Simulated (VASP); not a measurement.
Wanted: the native input for a VASP 6.6.1 run.

| Quantity | Value |
| --- | --- |
| Task | single point |
| Functional | LDA |
| Potentials or basis | VASP PAW LDA potentials, release 64 (Ga_d, As) |
| Cutoff | 520 eV |
| k mesh | 18 × 18 × 18 |
| Occupations | gaussian, width 0.02 eV |
| Spin | no spin polarisation |
| Dipole correction | no |
| Further INCAR settings | ALGO = Normal; EDIFF = 1e-07; NBANDS = 16 |

The structure of GaAs lies in POSCAR:

```
GaAs
1.0
    0.0000000000      2.8017155356      2.8017155356
    2.8017155356      0.0000000000      2.8017155356
    2.8017155356      2.8017155356      0.0000000000
Ga As
1 1
Direct
    0.0000000000      0.0000000000      0.0000000000
    0.2500000000      0.2500000000      0.2500000000
```

One way to write it, as run:

INCAR

```
SYSTEM = GaAs
PREC = Accurate ; ENCUT = 520
EDIFF = 1E-7 ; ISMEAR = 0
SIGMA = 0.02 ; LREAL = .FALSE.
LASPH = .TRUE. ; NELM = 100
ALGO = Normal ; ISIF = 2
LWAVE = .FALSE. ; LCHARG = .TRUE.
GGA = CA ; LELF = .TRUE.
LVHAR = .TRUE. ; NBANDS = 16
```

KPOINTS

```
Automatic mesh
0
G
  18 18 18
  0 0 0
```

Potentials or basis: VASP PAW LDA potentials, release 64 (Ga_d, As).

Command:

```bash
$ cat potpaw_LDA.64/Ga_d/POTCAR potpaw_LDA.64/As/POTCAR > POTCAR
$ mpirun -np 1 vasp_std > vasp.out
```

Results of the run:

```
Pressure               : 0.3 GPa
Band gap on the k mesh : 0.54 eV, direct
```

It took 67 s on 1 thread of Intel(R) Xeon(R) 6975P-C (Granite Rapids), with other jobs on the host, peak memory 0.26 GiB.
